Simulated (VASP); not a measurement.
A run of VASP 6.6.1 is set up as follows.

File INCAR:

```
SYSTEM = K3Te2
PREC = Accurate ; ENCUT = 500
EDIFF = 1E-6 ; ISMEAR = 0
SIGMA = 0.02 ; LREAL = .False.
LASPH = .True. ; NELM = 120
ALGO = Normal ; ISIF = 2
LWAVE = .False. ; LCHARG = .False.
GGA = PE ; NBANDS = 50
GGA_COMPAT = .False.
```

KPOINTS

```
regular mesh
0
Gamma
  6 6 6
  0 0 0
```

File POSCAR:

```
K3Te2
1.0
    4.9061031792      2.8325399912      5.0226968596
   -4.9061031792      2.8325399912      5.0226968596
    0.0000000000     -5.6650799824      5.0226968596
K Te
6 4
Direct
    0.0533127747      0.4466872253      0.7500000000
    0.7500000000      0.0533127747      0.4466872253
    0.4466872253      0.7500000000      0.0533127747
    0.9466872253      0.5533127747      0.2500000000
    0.2500000000      0.9466872253      0.5533127747
    0.5533127747      0.2500000000      0.9466872253
    0.8794124830      0.8794124830      0.8794124830
    0.6205875170      0.6205875170      0.6205875170
    0.1205875170      0.1205875170      0.1205875170
    0.3794124830      0.3794124830      0.3794124830
```

Potentials or basis: VASP PAW PBE potentials, release 64 (K_sv, Te).

Launch:

```bash
$ cat potpaw_PBE.64/K_sv/POTCAR potpaw_PBE.64/Te/POTCAR > POTCAR
$ mpirun -np 1 vasp_std > vasp.out
```

Problem. Predict the pressure.

Solution. 0.0 GPa.

Problem. What does it give for the band gap on the k mesh?

Solution. Zero (bands 39 and 40 overlap by 0.08 eV).

Problem. Predict the largest force.

Solution. 0.005 eV/Å.

Forces in eV/Å, atoms in the order of the input:
```
K   -0.002  0.000  0.000
K    0.001 -0.002  0.000
K    0.001  0.002  0.000
K    0.002  0.000  0.000
K   -0.001  0.002  0.000
K   -0.001 -0.002  0.000
Te   0.000  0.000  0.005
Te   0.000  0.000 -0.005
Te   0.000  0.000 -0.005
Te   0.000  0.000  0.005
```

Caveat: spin-orbit coupling is left out, which moves the levels of the heavy elements.
